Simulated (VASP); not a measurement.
Here is a VASP 6.6.1 calculation.

File POSCAR:

```
Se
1.0
    4.3951160745      0.0000000000      0.0000000000
   -2.1975580372      3.8062821731      0.0000000000
    0.0000000000      0.0000000000      4.9864062541
Se
3
Direct
    0.7746000000      0.7746000000      0.0000000000
    0.0000000000      0.2254000000      0.6666666667
    0.2254000000      0.0000000000      0.3333333333
```

The input INCAR.step1:

```
ALGO = Normal
EDIFF = 1E-4
ENCUT = 520
GGA = PE
ISMEAR = -1
LASPH = T
LCHARG = F
LREAL = F
LWAVE = T
NBANDS = 16
NELM = 100
PREC = Accurate
SIGMA = 0.05
```

File INCAR.step2:

```
ALGO = Normal
EDIFF = 1E-6
ENCUT = 520
ISIF = 2
ISMEAR = -1
ISTART = 1
IVDW = 12
LASPH = T
LCHARG = T
LELF = T
LMIXTAU = T
LREAL = F
LVHAR = T
LWAVE = F
METAGGA = R2SCAN
NBANDS = 16
NELM = 100
PREC = Accurate
SIGMA = 0.05
VDW_A1 = 0.49484001
VDW_A2 = 5.73083694
VDW_S6 = 1.0
VDW_S8 = 0.78981345
```

File KPOINTS:

```
k-points
0
Gamma
  7 7 6
```

Potentials or basis: VASP PAW PBE potentials, release 64 (Se).

Launch:

```bash
$ cat potpaw_PBE.64/Se/POTCAR > POTCAR
$ cp INCAR.step1 INCAR
$ mpirun -np 1 vasp_std > vasp.out
$ cp INCAR.step2 INCAR
$ mpirun -np 1 vasp_std > vasp.out
```

(1) Estimate the pressure.

(2) Predict the largest force.

## Answers

(1) -0.7 GPa.

(2) 0.141 eV/Å.

Caveat: the PAW data sets were made with another functional, which shifts forces and pressure a little.
